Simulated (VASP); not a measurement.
# SiC in VASP: notebook

The runs below take SiC through single point, with PBE.

Everything below comes from runs of VASP 6.6.1. Logs are shortened: lines on timing, memory, paths and dates and some standing lists are left out, and cuts for length are marked.

## 1. The cell of the first run

The cell holds a slab with vacuum, 40 atoms: a = 6.194 Å, b = 8.759 Å, c = 22.194 Å, α = 90.00°, β = 90.00°, γ = 90.00°.

## 2. Single point, PBE

Contents of INCAR:

```
ALGO     = Fast           # electronic algorithm
DIPOL    = 0.5 0.5 0.499
EDIFF    = 1E-6           # SCF threshold, eV
ENCUT    = 520            # plane-wave cutoff, eV
GGA      = PE             # functional
IDIPOL   = 3            
ISIF     = 2              # what is computed and relaxed
ISMEAR   = 0              # smearing method
LASPH    = True           # aspherical terms in the spheres
LCHARG   = True           # write CHGCAR
LDIPOL   = True         
LELF     = True           # ELF
LREAL    = Auto         
LVACPOTAV= True         
LVHAR    = True         
LWAVE    = False          # write WAVECAR
NBANDS   = 106            # bands
NELM     = 60             # most SCF steps
PREC     = Accurate       # precision mode
SIGMA    = 0.05           # smearing width, eV
```

Contents of KPOINTS:

```
k-points
0
Gamma
  3 2 1
```

Contents of POSCAR:

```
SiC
1.0
    6.1938710408      0.0000000000      0.0000000000
    0.0000000000      8.7594564295      0.0000000000
    0.0000000000      0.0000000000     22.1938710408
Si C
20 20
Direct
    0.2500000000      0.7500000000      0.3604598759
    0.2500000000      0.2500000000      0.3604598759
    0.7500000000      0.7500000000      0.3604598759
    0.7500000000      0.2500000000      0.3604598759
    0.5000000000      0.5000000000      0.4302299379
    0.5000000000      0.0000000000      0.4302299379
    0.0000000000      0.5000000000      0.4302299379
    0.0000000000      0.0000000000      0.4302299379
    0.7500000000      0.2457415489      0.4991547015
    0.7500000000      0.7457415489      0.4991547015
    0.2500000000      0.2457415489      0.4991547015
    0.2500000000      0.7457415489      0.4991547015
    0.0000000000     -0.0017498282      0.5722607011
    0.0000000000      0.4982501718      0.5722607011
    0.5000000000     -0.0017498282      0.5722607011
    0.5000000000      0.4982501718      0.5722607011
    0.2500000000      0.7228396970      0.6281008278
    0.2500000000      0.2228396970      0.6281008278
    0.7500000000      0.7228396970      0.6281008278
    0.7500000000      0.2228396970      0.6281008278
    0.5000000000      0.1250000000      0.3604598759
    0.5000000000      0.6250000000      0.3604598759
    0.0000000000      0.1250000000      0.3604598759
    0.0000000000      0.6250000000      0.3604598759
    0.7500000000      0.8750000000      0.4302299379
    0.7500000000      0.3750000000      0.4302299379
    0.2500000000      0.8750000000      0.4302299379
    0.2500000000      0.3750000000      0.4302299379
    0.0000000000      0.6219099706      0.5005452839
    0.0000000000      0.1219099706      0.5005452839
    0.5000000000      0.6219099706      0.5005452839
    0.5000000000      0.1219099706      0.5005452839
    0.2500000000      0.3758500799      0.5701308533
    0.2500000000      0.8758500799      0.5701308533
    0.7500000000      0.3758500799      0.5701308533
    0.7500000000      0.8758500799      0.5701308533
    0.5000000000      0.1259883856      0.6395208741
    0.5000000000      0.6259883856      0.6395208741
    0.0000000000      0.1259883856      0.6395208741
    0.0000000000      0.6259883856      0.6395208741
```

Potentials or basis: VASP PAW PBE potentials, release 64 (Si, C).

Command:

```console
> cat potpaw_PBE.64/Si/POTCAR potpaw_PBE.64/C/POTCAR > POTCAR
> mpirun -np 1 vasp_std > vasp.out
```

OUTCAR:

```text
EDIFF = 1E-6
   ENCUT = 520
   GGA = PE
   ISIF = 2
   ISMEAR = 0
   LASPH = True
   LREAL = Auto
   NELM = 60
   PREC = Accurate

 ion  position               nearest neighbor table
   1  0.250  0.750  0.360-  27 1.90  24 1.90  22 1.90  12 3.08   5 3.10   6 3.10   7 3.10   8 3.10
                             3 3.10   3 3.10
   2  0.250  0.250  0.360-  28 1.90  23 1.90  21 1.90  11 3.08   5 3.10   6 3.10   7 3.10   8 3.10
                             4 3.10   4 3.10
   3  0.750  0.750  0.360-  25 1.90  24 1.90  22 1.90  10 3.08   5 3.10   6 3.10   7 3.10   8 3.10
                             1 3.10   1 3.10
   4  0.750  0.250  0.360-  26 1.90  23 1.90  21 1.90   9 3.08   5 3.10   6 3.10   7 3.10   8 3.10
                             2 3.10   2 3.10
   5  0.500  0.500  0.430-  31 1.89  22 1.90  28 1.90  26 1.90  10 3.06  12 3.06   3 3.10   4 3.10
                             1 3.10   2 3.10   7 3.10   7 3.10   9 3.11  11 3.11
   6  0.500  0.000  0.430-  32 1.89  21 1.90  27 1.90  25 1.90   9 3.06  11 3.06   3 3.10   4 3.10
                             1 3.10   2 3.10   8 3.10   8 3.10  12 3.11  10 3.11
   7  0.000  0.500  0.430-  29 1.89  24 1.90  28 1.90  26 1.90  10 3.06  12 3.06   3 3.10   4 3.10
                             1 3.10   2 3.10   5 3.10   5 3.10   9 3.11  11 3.11
   8  0.000  0.000  0.430-  30 1.89  23 1.90  27 1.90  25 1.90   9 3.06  11 3.06   3 3.10   4 3.10
                             1 3.10   2 3.10   6 3.10   6 3.10  12 3.11  10 3.11
   9  0.750  0.246  0.499-  30 1.89  32 1.89  26 1.90  35 1.94  20 2.87   8 3.06   6 3.06   4 3.08
[... 51 lines left out ...]
 A1 = (   6.1938710408,   0.0000000000,   0.0000000000)
 A2 = (   0.0000000000,   8.7594564295,   0.0000000000)
 A3 = (   0.0000000000,   0.0000000000,  22.1938710408)

Analysis of symmetry for initial positions (statically):
=====================================================================
 Subroutine PRICEL returns following result:

  LATTYP: Found a simple orthorhombic cell.
 ALAT       =     3.0969355204
 B/A-ratio  =     1.4142135624
 C/A-ratio  =     7.1663975225

  Lattice vectors:

 A1 = (   3.0969355204,   0.0000000000,   0.0000000000)
 A2 = (   0.0000000000,   4.3797282148,   0.0000000000)
 A3 = (   0.0000000000,   0.0000000000,  22.1938710408)

   4 primitive cells build up your supercell.

 Routine SETGRP: Setting up the symmetry group for a
 simple orthorhombic supercell.

 Subroutine GETGRP returns: Found  2 space group operations
 (whereof  2 operations were pure point group operations)
 out of a pool of  8 trial point group operations.

The static configuration has the point symmetry C_1h.

Analysis of symmetry for dynamics (positions and initial velocities):
=====================================================================
 Subroutine PRICEL returns following result:

  LATTYP: Found a simple orthorhombic cell.
 ALAT       =     3.0969355204
 B/A-ratio  =     1.4142135624
 C/A-ratio  =     7.1663975225

  Lattice vectors:

 A1 = (   3.0969355204,   0.0000000000,   0.0000000000)
 A2 = (   0.0000000000,   4.3797282148,   0.0000000000)
 A3 = (   0.0000000000,   0.0000000000,  22.1938710408)

   4 primitive cells build up your supercell.

 Routine SETGRP: Setting up the symmetry group for a
 simple orthorhombic supercell.

 Subroutine GETGRP returns: Found  2 space group operations
 (whereof  2 operations were pure point group operations)
 out of a pool of  8 trial point group operations.

The dynamic configuration has the point symmetry C_1h.

 Subroutine INISYM returns: Found  2 space group operations
 (whereof  2 operations are pure point group operations),
 and found     4 'primitive' translations

----------------------------------------------------------------------------------------

                                     Primitive cell

  volume of cell :     301.0318

  direct lattice vectors                    reciprocal lattice vectors
     3.096935520  0.000000000  0.000000000     0.322899845  0.000000000  0.000000000
     0.000000000  4.379728215  0.000000000     0.000000000  0.228324670  0.000000000
     0.000000000  0.000000000 22.193871041     0.000000000  0.000000000  0.045057484

  length of vectors
     3.096935520  4.379728215 22.193871041     0.322899845  0.228324670  0.045057484

  position of ions in fractional coordinates (direct lattice)
     0.500000000  0.500000000  0.360459876
     0.000000000  0.000000000  0.430229938
     0.500000000  0.491483098  0.499154701
     0.000000000  0.996500344  0.572260701
     0.500000000  0.445679394  0.628100828
     0.000000000  0.250000000  0.360459876
     0.500000000  0.750000000  0.430229938
[... 29 lines left out ...]
     0.000000000  0.057081168  0.000000000     0.000000000  0.500000000  0.000000000
     0.000000000  0.000000000  0.045057484     0.000000000  0.000000000  1.000000000

  Length of vectors
     0.053816641  0.057081168  0.045057484

  Shift w.r.t. Gamma in fractional coordinates (k-lattice)
     0.000000000  0.000000000  0.000000000

 Subroutine IBZKPT returns following result:
 ===========================================

 Found      4 irreducible k-points:

 Following reciprocal coordinates:
            Coordinates               Weight
  0.000000  0.000000  0.000000      1.000000
  0.333333  0.000000  0.000000      2.000000
  0.000000  0.500000  0.000000      1.000000
  0.333333  0.500000  0.000000      2.000000
   k-points           NKPTS =      4   k-points in BZ     NKDIM =      4   number of bands    NBANDS=    106
   number of dos      NEDOS =    301   number of ions     NIONS =     40
   total plane-waves  NPLWV = 564480
   dimension x,y,z NGX =    48 NGY =   70 NGZ =  168
   dimension x,y,z NGXF=    96 NGYF=  140 NGZF=  336
   ions per type =              20  20
   NGX,Y,Z   is equivalent  to a cutoff of  12.88, 13.29, 12.58 a.u.
   NGXF,Y,Z  is equivalent  to a cutoff of  25.77, 26.57, 25.17 a.u.
 SYSTEM =  unknown system
   PREC   = accura    normal or accurate (medium, high low for compatibility)
   ISTART =      0    job   : 0-new  1-cont  2-samecut
   ICHARG =      2    charge: 1-file 2-atom 10-const
   ISPIN  =      1    spin polarized calculation?
   LNONCOLLINEAR =      F non collinear calculations
   LSORBIT =      F    spin-orbit coupling
   LASPH  =      T    aspherical Exc in radial PAW
   ENCUT  =  520.0 eV  38.22 Ry    6.18 a.u.  11.52 16.29 41.27*2*pi/ulx,y,z
   NELM   =     60;   NELMIN=  2; NELMDL= -5     # of ELM steps
   EDIFF  = 0.1E-05   stopping-criterion for ELM
   LREAL  =      T    real-space projection
   EDIFFG = 0.1E-04   stopping-criterion for IOM
   NSW    =      0    number of steps for IOM
   IBRION =     -1    ionic relax: 0-MD 1-quasi-New 2-CG
   NFREE  =      0    steps in history (QN), initial steepest desc. (CG)
   ISIF   =      2    stress and relaxation
   ISYM   =      2    0-nonsym 1-usesym 2-fastsym
   POTIM  = 0.5000    time-step for ionic-motion
   TEBEG  =    0.0;   TEEND  =   0.0 temperature during run
   PSTRESS=    0.0 pullay stress
   NELECT =     160.0000    total number of electrons
   NUPDOWN=      -1.0000    fix difference up-down
   EMIN   =  10.00;   EMAX   =-10.00  energy-range for DOS
   EFERMI =   0.00;   METHOD = LEGACY
   ISMEAR =     0;   SIGMA  =   0.05  broadening in eV -4-tet -1-fermi 0-gaus
   EFERMI_NEDOS =   21; number of points for ismear=-14 and -15
   IALGO  =     68    algorithm
   IMIX   =      4    mixing-type and parameters
     AMIX     =   0.40;   BMIX     =  1.00
     AMIX_MAG =   1.60;   BMIX_MAG =  1.00
  volume/ion in A,a.u.               =      30.10       203.15
  Fermi-wavevector in a.u.,A,eV,Ry     =   0.835393  1.578663  9.495248  0.697881
  Thomas-Fermi vector in A             =   1.948943
   LORBIT       =      0    0 simple, 1 ext, 2 COOP (PROOUT), +10 PAW based schemes
   GGA     = PE    functional components
   LHFCALC =     F    Hartree Fock is set to
   AEXX    =    0.0000 exact exchange contribution
   IVDW    =     0    specifies the selected vdW correction
   LEPSILON=     F    determine dielectric tensor
   LRPA    =     F    only Hartree local field effects (RPA)
 non-spin polarized calculation
 RMM-DIIS sequential band-by-band and
 Gauss-broadening in eV      SIGMA  =   0.05
  energy-cutoff  :      520.00
  volume of cell :     1204.13
 maximum number of plane-waves:     32556
 NGX is ok and might be reduce to    48
   NGX = 23   NGY = 33   NGZ = 83

 dipolmoment           0.000000      0.000000     -0.113513 electrons x Angstroem

 number of electron     159.9999985 magnetization

 dipolmoment           0.000000      0.000000      0.043141 electrons x Angstroem

 Free energy of the ion-electron system (eV)
  ---------------------------------------------------
  ext. energy  EPLUGINS =         0.00000000
  ---------------------------------------------------
  free energy    TOTEN  =      -278.65642097 eV

  energy without entropy =     -278.63786869  energy(sigma->0) =     -278.64714483

 E-fermi :  -0.2747     XC(G=0):  -4.7541

 val. band max:       -0.2775153685   @ k =   0.0000   0.0000   0.0000
 cond. band min:      -0.2449981137   @ k =   0.0000   0.0000   0.0000
 fundamental gap:      0.0325172549
 Fermi energy:        -0.2747204850

 k-point     1 :       0.0000    0.0000    0.0000
  band No.  band energies     occupation
      1     -16.0591      2.00000
      2     -14.8412      2.00000
      3     -14.6187      2.00000
      4     -14.4189      2.00000
      5     -13.5791      2.00000
      6     -13.3858      2.00000
[... 369 lines left out ...]
     91       3.2016      0.00000
     92       3.2016      0.00000
 [bands above 92 left out]

------------------------ aborting loop because EDIFF is reached ----------------------------------------

  FORCE on cell =-STRESS in cart. coord.  units (eV):
  Direction    XX          YY          ZZ          XY          YZ          ZX
  --------------------------------------------------------------------------------------
  -------------------------------------------------------------------------------------
  Total       -4.0986214    -11.2082936     -7.7625326      0.0000000      6.5606789      0.0000000
  in kB       -5.4535087    -14.9134357    -10.3286045      0.0000000      8.7294522      0.0000000
  external PRESSURE =     -10.2318496 kB  Pullay stress =       0.0000000 kB

 VOLUME and BASIS-vectors are now :
 -----------------------------------------------------------------------------
  energy-cutoff  :      520.00
  volume of cell :     1204.13
      direct lattice vectors                 reciprocal lattice vectors
     6.193871041  0.000000000  0.000000000     0.161449923  0.000000000  0.000000000
     0.000000000  8.759456430  0.000000000     0.000000000  0.114162335  0.000000000
     0.000000000  0.000000000 22.193871041     0.000000000  0.000000000  0.045057484

 POSITION                                       TOTAL-FORCE (eV/Angst)
 -----------------------------------------------------------------------------------
      1.54847      6.56959      8.00000        -0.000000     -2.902132      1.645485
      1.54847      2.18986      8.00000         0.000000     -2.902132      1.645485
      4.64540      6.56959      8.00000        -0.000000     -2.902132      1.645485
      4.64540      2.18986      8.00000         0.000000     -2.902132      1.645485
      3.09694      4.37973      9.54847         0.000000      0.280075     -0.878507
      3.09694      0.00000      9.54847         0.000000      0.280075     -0.878507
[... 32 lines left out ...]
      0.00000      1.10359     14.19344        -0.000000      0.008922     -0.008417
      0.00000      5.48332     14.19344         0.000000      0.008922     -0.008417
 -----------------------------------------------------------------------------------
    total drift:                                0.000000     -0.026268      0.037946

  FREE ENERGIE OF THE ION-ELECTRON SYSTEM (eV)
  ---------------------------------------------------
  free  energy   TOTEN  =      -278.6564209743 eV

  energy  without entropy=     -278.6378686852  energy(sigma->0) =     -278.64714483

 vacuum level on the upper side and lower side of the slab         4.881         4.737
```

It took 18 min on 1 thread of Oxide Virtual Turin-like, shared host; peak memory 1.2 GiB.

What came out:

```yaml
Free_energy: -278.6564 eV
Largest_force: 3.336 eV/Å
Band_gap_on_the_k_mesh: 0.01 eV
```

Forces on the atoms (eV/Å):
```
Si   0.000 -2.902  1.645
Si   0.000 -2.902  1.645
Si   0.000 -2.902  1.645
Si   0.000 -2.902  1.645
Si   0.000  0.280 -0.879
Si   0.000  0.280 -0.879
Si   0.000  0.280 -0.879
Si   0.000  0.280 -0.879
Si   0.000  0.011  0.000
Si   0.000  0.011  0.000
Si   0.000  0.011  0.000
Si   0.000  0.011  0.000
Si   0.000 -0.015  0.006
Si   0.000 -0.015  0.006
Si   0.000 -0.015  0.006
Si   0.000 -0.015  0.006
Si   0.000  0.008 -0.005
Si   0.000  0.008 -0.005
Si   0.000  0.008 -0.005
Si   0.000  0.008 -0.005
C    0.000  1.883 -0.420
C    0.000  1.883 -0.420
C    0.000  1.883 -0.420
C    0.000  1.883 -0.420
C    0.000  0.723 -0.355
C    0.000  0.723 -0.355
C    0.000  0.723 -0.355
C    0.000  0.723 -0.355
C    0.000 -0.007  0.011
C    0.000 -0.007  0.011
C    0.000 -0.007  0.011
C    0.000 -0.007  0.011
C    0.000  0.011  0.005
C    0.000  0.011  0.005
C    0.000  0.011  0.005
C    0.000  0.011  0.005
C    0.000  0.009 -0.008
C    0.000  0.009 -0.008
C    0.000  0.009 -0.008
C    0.000  0.009 -0.008
```

Caveat: the smearing spreads over this small gap; semilocal functionals underestimate gaps, and a narrow one can read as zero.

## 3. Single point, PBE

This run uses another cell than the first one.

Contents of INCAR:

```
SYSTEM = SiC
PREC = Accurate
ENCUT = 520
EDIFF = 1E-6
ISMEAR = 0
SIGMA = 0.05
LREAL = Auto
LASPH = .True.
NELM = 80
ALGO = Fast
ISIF = 2
LWAVE = .False.
LCHARG = .False.
LDIPOL = .True.
IDIPOL = 3
DIPOL = 0.5 0.5 0.421
GGA = PE
NBANDS = 106
```

Contents of KPOINTS:

```
regular mesh
0
Gamma
  3 2 1
  0 0 0
```

Contents of POSCAR:

```
SiC
1.0
    6.1938710408      0.0000000000      0.0000000000
    0.0000000000      8.7594564295      0.0000000000
    0.0000000000      0.0000000000     26.2994710408
Si C
20 20
Direct
    0.2500000000      0.7500000000      0.3041886275
    0.2500000000      0.2500000000      0.3041886275
    0.7500000000      0.7500000000      0.3041886275
    0.7500000000      0.2500000000      0.3041886275
    0.5000000000      0.5000000000      0.3630669128
    0.5000000000      0.0000000000      0.3630669128
    0.0000000000      0.5000000000      0.3630669128
    0.0000000000      0.0000000000      0.3630669128
    0.7493040448      0.2465164053      0.4218247017
    0.7488929764      0.7457213506      0.4207504033
    0.2492783102      0.2461797192      0.4216527648
    0.2524221408      0.7460545944      0.4209942587
    0.0005687088     -0.0023013887      0.4819821595
   -0.0011673094      0.4973262292      0.4808642071
    0.5012680139      0.0015909527      0.4836958586
    0.5000419724      0.4973109306      0.4830639000
    0.2498483042      0.7255795486      0.5303351309
    0.2509506040      0.2222488062      0.5324541316
    0.7407479408      0.7283200363      0.5295828472
    0.7603288100      0.2327472557      0.5356800075
    0.5000000000      0.1250000000      0.3041886275
    0.5000000000      0.6250000000      0.3041886275
    0.0000000000      0.1250000000      0.3041886275
    0.0000000000      0.6250000000      0.3041886275
    0.7500000000      0.8750000000      0.3630669128
    0.7500000000      0.3750000000      0.3630669128
    0.2500000000      0.8750000000      0.3630669128
    0.2500000000      0.3750000000      0.3630669128
    0.0010082992      0.6237021527      0.4224294429
   -0.0008307389      0.1224232591      0.4220644899
    0.5005984096      0.6209925568      0.4225977940
    0.4991346989      0.1223983854      0.4226732565
    0.2489048052      0.3760951823      0.4822383832
    0.2503141776      0.8751892992      0.4808775118
    0.7508144816      0.3755648008      0.4813814323
    0.7495551061      0.8759460165      0.4802030688
    0.5066983096      0.1302446674      0.5399491816
    0.4962722060      0.6267514327      0.5403997712
    0.0036272902      0.1196096732      0.5378592939
   -0.0071514490      0.6273467519      0.5402004442
```

Potentials or basis: VASP PAW PBE potentials, release 64 (Si, C).

Command:

```console
> cat potpaw_PBE.64/Si/POTCAR potpaw_PBE.64/C/POTCAR > POTCAR
> mpirun -np 1 vasp_std > vasp.out
```

Run time: 20 min. Hardware: 1 thread of Oxide Virtual Turin-like, shared host; peak memory 1.3 GiB.

The run converged. Its results:

* Free energy: -278.3221 eV
* Largest force: 3.344 eV/Å
* Band gap on the k mesh: 0.01 eV

Forces in eV/Å, atoms in the order of the input:
```
Si   0.005 -2.885  1.621
Si  -0.009 -2.914  1.641
Si   0.004 -2.883  1.600
Si   0.010 -2.902  1.641
Si   0.012  0.203 -0.902
Si  -0.028  0.398 -0.778
Si   0.034  0.311 -0.908
Si  -0.018  0.325 -0.934
Si  -0.055 -0.207 -0.024
Si   0.088  0.016  0.168
Si   0.065 -0.029  0.047
Si  -0.092  0.012  0.162
Si  -0.134 -0.341 -0.260
Si   0.028  0.629  1.233
Si   0.048 -0.248 -0.242
Si  -0.068  0.200  0.304
Si  -1.022 -0.564  0.098
Si   0.244  0.118 -0.604
Si   1.001 -0.765  0.294
Si  -0.523 -0.863 -1.345
C   -0.001  1.874 -0.386
C   -0.009  1.893 -0.396
C    0.000  1.877 -0.413
C   -0.009  1.900 -0.410
C   -0.013  0.728 -0.449
C   -0.009  0.735 -0.236
C    0.045  0.726 -0.405
C   -0.025  0.744 -0.261
C   -0.006 -0.107 -0.376
C    0.002  0.024  0.112
C    0.020 -0.002 -0.092
C    0.006  0.076 -0.010
C    0.047 -0.219 -0.081
C    0.246  0.426 -0.011
C   -0.004  0.001  0.267
C   -0.181  0.398 -0.061
C    0.146  0.233  0.265
C    0.005 -0.097 -0.187
C   -0.112  0.950  0.946
C    0.261  0.231 -0.625
```

Levels at points of the mesh, in eV from the valence-band top:
```
           k point  band 78  band 79  band 80  band 81  band 82  band 83
(0.00, 0.00, 0.00)    -0.47    -0.14    -0.01     0.01     0.08     0.29
(0.00, 0.50, 0.00)    -0.37    -0.01     0.00     0.14     0.19     0.60
```

Caveat: the smearing spreads over this small gap; semilocal functionals underestimate gaps, and a narrow one can read as zero.

The gap in the log of VASP goes by the Fermi energy; the results here count the filled bands.